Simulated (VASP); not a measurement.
# Te2I3 (Pm-3m) in VASP: a series of runs

The runs below take Te2I3 through single point, with PBE.

Everything below comes from runs of VASP 6.6.1. Logs are shortened: lines on timing, memory, paths and dates and some standing lists are left out, and cuts for length are marked.

### 1 The cell of the first run

Symmetry: Pm-3m, No. 221, cubic system. The conventional cell has a = 5.930 Å, b = 5.930 Å, c = 5.930 Å, α = 90.00°, β = 90.00°, γ = 90.00°. Te (site symmetry m-3m) has 12 I at 4.19 Å and 8 Te at 5.14 Å within 5.5 Å. Within 3.9 Å of Te (site symmetry m-3m) lie 6 I at 2.97 Å. Within 3.9 Å of I (site symmetry 4/mmm) lie 2 Te at 2.97 Å.

### 2 Single point, PBE

File INCAR:

```
PREC = Accurate
ENCUT = 520
EDIFF = 1E-7
ISMEAR = 0
SIGMA = 0.1
LREAL = False
LASPH = True
NELM = 60
ALGO = Normal
ISIF = 2
LWAVE = False
LCHARG = True
GGA = PE
LELF = True
LVHAR = True
NBANDS = 24
```

File KPOINTS:

```
Automatic mesh
0
Gamma
  4 4 4
```

File POSCAR:

```
Te2I3
1.0
    5.9302283200      0.0000000000      0.0000000000
    0.0000000000      5.9302283200      0.0000000000
    0.0000000000      0.0000000000      5.9302283200
Te I
2 3
Direct
    0.5000000000      0.5000000000      0.5000000000
    0.0000000000      0.0000000000      0.0000000000
    0.5000000000      0.0000000000      0.0000000000
    0.0000000000      0.5000000000      0.0000000000
    0.0000000000      0.0000000000      0.5000000000
```

Potentials or basis: VASP PAW PBE potentials, release 64 (Te, I).

Started as:

```
$ cat potpaw_PBE.64/Te/POTCAR potpaw_PBE.64/I/POTCAR > POTCAR
$ mpirun -np 1 vasp_std > vasp.out
```

OUTCAR:

```text
PREC = Accurate
   ENCUT = 520
   EDIFF = 1E-7
   ISMEAR = 0
   LREAL = False
   LASPH = True
   NELM = 60
   ISIF = 2
   GGA = PE

 ion  position               nearest neighbor table
   1  0.500  0.500  0.500-
   2  0.000  0.000  0.000-   3 2.97   4 2.97   5 2.97   5 2.97   4 2.97   3 2.97
   3  0.500  0.000  0.000-   2 2.97   2 2.97
   4  0.000  0.500  0.000-   2 2.97   2 2.97
   5  0.000  0.000  0.500-   2 2.97   2 2.97

  LATTYP: Found a simple cubic cell.
 ALAT       =     5.9302283200

  Lattice vectors:

 A1 = (   5.9302283200,   0.0000000000,   0.0000000000)
 A2 = (   0.0000000000,   5.9302283200,   0.0000000000)
 A3 = (   0.0000000000,   0.0000000000,   5.9302283200)

Analysis of symmetry for initial positions (statically):
=====================================================================
 Subroutine PRICEL returns:
 Original cell was already a primitive cell.

 Routine SETGRP: Setting up the symmetry group for a
 simple cubic supercell.

 Subroutine GETGRP returns: Found 48 space group operations
 (whereof 48 operations were pure point group operations)
 out of a pool of 48 trial point group operations.

The static configuration has the point symmetry O_h .

Analysis of symmetry for dynamics (positions and initial velocities):
=====================================================================
 Subroutine PRICEL returns:
 Original cell was already a primitive cell.

 Routine SETGRP: Setting up the symmetry group for a
 simple cubic supercell.

 Subroutine GETGRP returns: Found 48 space group operations
 (whereof 48 operations were pure point group operations)
 out of a pool of 48 trial point group operations.

The dynamic configuration has the point symmetry O_h .

 Subroutine INISYM returns: Found 48 space group operations
 (whereof 48 operations are pure point group operations),
 and found     1 'primitive' translations

----------------------------------------------------------------------------------------

                                     Primitive cell

  volume of cell :     208.5519

  direct lattice vectors                    reciprocal lattice vectors
     5.930228320  0.000000000  0.000000000     0.168627571  0.000000000  0.000000000
     0.000000000  5.930228320  0.000000000     0.000000000  0.168627571  0.000000000
[... 74 lines left out ...]
   ENCUT  =  520.0 eV  38.22 Ry    6.18 a.u.  11.03 11.03 11.03*2*pi/ulx,y,z
   NELM   =     60;   NELMIN=  2; NELMDL= -5     # of ELM steps
   EDIFF  = 0.1E-06   stopping-criterion for ELM
   LREAL  =      F    real-space projection
   EDIFFG = 0.1E-05   stopping-criterion for IOM
   NSW    =      0    number of steps for IOM
   IBRION =     -1    ionic relax: 0-MD 1-quasi-New 2-CG
   NFREE  =      0    steps in history (QN), initial steepest desc. (CG)
   ISIF   =      2    stress and relaxation
   ISYM   =      2    0-nonsym 1-usesym 2-fastsym
   POTIM  = 0.5000    time-step for ionic-motion
   TEBEG  =    0.0;   TEEND  =   0.0 temperature during run
   PSTRESS=    0.0 pullay stress
   NELECT =      33.0000    total number of electrons
   NUPDOWN=      -1.0000    fix difference up-down
   EMIN   =  10.00;   EMAX   =-10.00  energy-range for DOS
   EFERMI =   0.00;   METHOD = LEGACY
   ISMEAR =     0;   SIGMA  =   0.10  broadening in eV -4-tet -1-fermi 0-gaus
   EFERMI_NEDOS =   21; number of points for ismear=-14 and -15
   IALGO  =     38    algorithm
   IMIX   =      4    mixing-type and parameters
     AMIX     =   0.40;   BMIX     =  1.00
     AMIX_MAG =   1.60;   BMIX_MAG =  1.00
  volume/ion in A,a.u.               =      41.71       281.48
  Fermi-wavevector in a.u.,A,eV,Ry     =   0.885472  1.673299 10.667788  0.784060
  Thomas-Fermi vector in A             =   2.006510
   LORBIT       =      0    0 simple, 1 ext, 2 COOP (PROOUT), +10 PAW based schemes
   GGA     = PE    functional components
   LHFCALC =     F    Hartree Fock is set to
   AEXX    =    0.0000 exact exchange contribution
   IVDW    =     0    specifies the selected vdW correction
   LEPSILON=     F    determine dielectric tensor
   LRPA    =     F    only Hartree local field effects (RPA)
 non-spin polarized calculation
 Gauss-broadening in eV      SIGMA  =   0.10
  energy-cutoff  :      520.00
  volume of cell :      208.55
 maximum number of plane-waves:      5656
 NGX is ok and might be reduce to    48
   NGX = 23   NGY = 23   NGZ = 23

 number of electron      32.9999990 magnetization

 Free energy of the ion-electron system (eV)
  ---------------------------------------------------
  ext. energy  EPLUGINS =         0.00000000
  ---------------------------------------------------
  free energy    TOTEN  =        -9.08436453 eV

  energy without entropy =       -9.03397776  energy(sigma->0) =       -9.05917114

 E-fermi :   3.1965     XC(G=0):  -8.1340

 val. band max:        3.1216797296   @ k =   0.5000   0.2500   0.2500
 cond. band min:       3.2441574927   @ k =   0.2500   0.0000   0.0000
 fundamental gap:      0.1224777632
 Fermi energy:         3.1965223630

 k-point     1 :       0.0000    0.0000    0.0000
  band No.  band energies     occupation
      1     -10.8762      2.00000
      2      -9.0639      2.00000
      3      -9.0639      2.00000
      4      -6.6980      2.00000
      5      -6.2133      2.00000
      6      -2.5536      2.00000
[... 259 lines left out ...]
     23       9.0573      0.00000
     24       9.0573      0.00000

------------------------ aborting loop because EDIFF is reached ----------------------------------------

  FORCE on cell =-STRESS in cart. coord.  units (eV):
  Direction    XX          YY          ZZ          XY          YZ          ZX
  --------------------------------------------------------------------------------------
  -------------------------------------------------------------------------------------
  Total        0.9953424      0.9953424      0.9953424     -0.0000000     -0.0000000      0.0000000
  in kB        7.6466082      7.6466082      7.6466082     -0.0000000     -0.0000000      0.0000000
  external PRESSURE =       7.6466082 kB  Pullay stress =       0.0000000 kB

 VOLUME and BASIS-vectors are now :
 -----------------------------------------------------------------------------
  energy-cutoff  :      520.00
  volume of cell :      208.55
      direct lattice vectors                 reciprocal lattice vectors
     5.930228320  0.000000000  0.000000000     0.168627571  0.000000000  0.000000000
     0.000000000  5.930228320  0.000000000     0.000000000  0.168627571  0.000000000
     0.000000000  0.000000000  5.930228320     0.000000000  0.000000000  0.168627571

 POSITION                                       TOTAL-FORCE (eV/Angst)
 -----------------------------------------------------------------------------------
      2.96511      2.96511      2.96511         0.000000      0.000000      0.000000
      0.00000      0.00000      0.00000         0.000000      0.000000      0.000000
      2.96511      0.00000      0.00000         0.000000      0.000000      0.000000
      0.00000      2.96511      0.00000         0.000000      0.000000      0.000000
      0.00000      0.00000      2.96511         0.000000      0.000000      0.000000
 -----------------------------------------------------------------------------------
    total drift:                               -0.000000     -0.000000      0.000000

  FREE ENERGIE OF THE ION-ELECTRON SYSTEM (eV)
  ---------------------------------------------------
  free  energy   TOTEN  =        -9.0843645257 eV

  energy  without entropy=       -9.0339777619  energy(sigma->0) =       -9.05917114
```

stdout:

```text
POSCAR found type information on POSCAR TeI
 POSCAR found :  2 types and       5 ions
 scaLAPACK will be used
 LDA part: xc-table for (Slater+PW92), standard interpolation
 POSCAR, INCAR and KPOINTS ok, starting setup
 FFT: planning ... GRIDC
 FFT: planning ... GRID_SOFT
 FFT: planning ... GRID
 WAVECAR not read
 entering main loop
```

Run time: 35 s. Hardware: 1 thread of AMD EPYC 9R45 (Zen 5), shared host; peak memory 0.3 GiB.

What came out:

| Property | Result |
| --- | --- |
| Free energy | -9.0844 eV |
| Pressure | 0.8 GPa |

Levels at points of the mesh, in eV from the Fermi level:
```csv
k point,band 14,band 15,band 16,band 17,band 18,band 19,band 20,band 21
"(0.00, 0.00, 0.00)",-1.70,0.20,0.20,0.20,3.46,3.46,3.46,4.19
"(0.50, 0.00, 0.00)",-1.70,-0.58,-0.55,-0.11,-0.11,3.33,3.33,4.50
"(0.50, 0.50, 0.00)",-1.28,-1.28,-0.97,-0.56,0.21,0.21,3.22,6.58
"(0.50, 0.50, 0.50)",-0.96,-0.96,-0.96,-0.91,0.21,0.21,0.21,5.68
```

Caveat: spin-orbit coupling is left out, which moves the levels of the heavy elements; an odd number of electrons without spin polarisation forces a metal; a magnetic or distorted state may lie lower.

### 3 Single point, PBE

This run uses another cell than the first one, of 42.62 Å³/atom, 1.022 times its volume.

File INCAR:

```
  ALGO = Normal
  EDIFF = 1E-6
  ENCUT = 520
  GGA = PE
  ISIF = 2
  ISMEAR = 0
  LASPH = True
  LCHARG = False
  LREAL = False
  LWAVE = False
  NBANDS = 24
  NELM = 100
  PREC = Accurate
  SIGMA = 0.1
```

File KPOINTS:

```
k-points
0
Gamma
  4 4 4
```

POSCAR, as its differences from that of step 2:

```diff
@@ -2,5 +2,5 @@
 1.0
-    5.9302283200      0.0000000000      0.0000000000
-    0.0000000000      5.9302283200      0.0000000000
-    0.0000000000      0.0000000000      5.9302283200
+    5.9728343217      0.0000000000      0.0000000000
+    0.0000000000      5.9728343217      0.0000000000
+    0.0000000000      0.0000000000      5.9728343217
 Te I
```

Potentials or basis: VASP PAW PBE potentials, release 64 (Te, I).

Started as:

```
$ cat potpaw_PBE.64/Te/POTCAR potpaw_PBE.64/I/POTCAR > POTCAR
$ mpirun -np 1 vasp_std > vasp.out
```

It took 31 s on 1 thread of AMD EPYC 9R45 (Zen 5), shared host; peak memory 0.29 GiB.

Results (log left out):

```
Free energy : -9.0980 eV
Pressure    : 0.2 GPa
```

Levels at points of the mesh, in eV from the Fermi level:
| k point | band 14 | band 15 | band 16 | band 17 | band 18 | band 19 | band 20 | band 21 |
| --- | --- | --- | --- | --- | --- | --- | --- | --- |
| (0.00, 0.00, 0.00) | -1.65 | 0.19 | 0.19 | 0.19 | 3.35 | 3.35 | 3.35 | 4.27 |
| (0.50, 0.00, 0.00) | -1.65 | -0.56 | -0.54 | -0.10 | -0.10 | 3.22 | 3.22 | 4.57 |
| (0.50, 0.50, 0.00) | -1.25 | -1.25 | -0.95 | -0.53 | 0.19 | 0.19 | 3.12 | 6.58 |
| (0.50, 0.50, 0.50) | -0.96 | -0.94 | -0.94 | -0.94 | 0.21 | 0.21 | 0.21 | 5.70 |

Caveat: spin-orbit coupling is left out, which moves the levels of the heavy elements; an odd number of electrons without spin polarisation forces a metal; a magnetic or distorted state may lie lower.
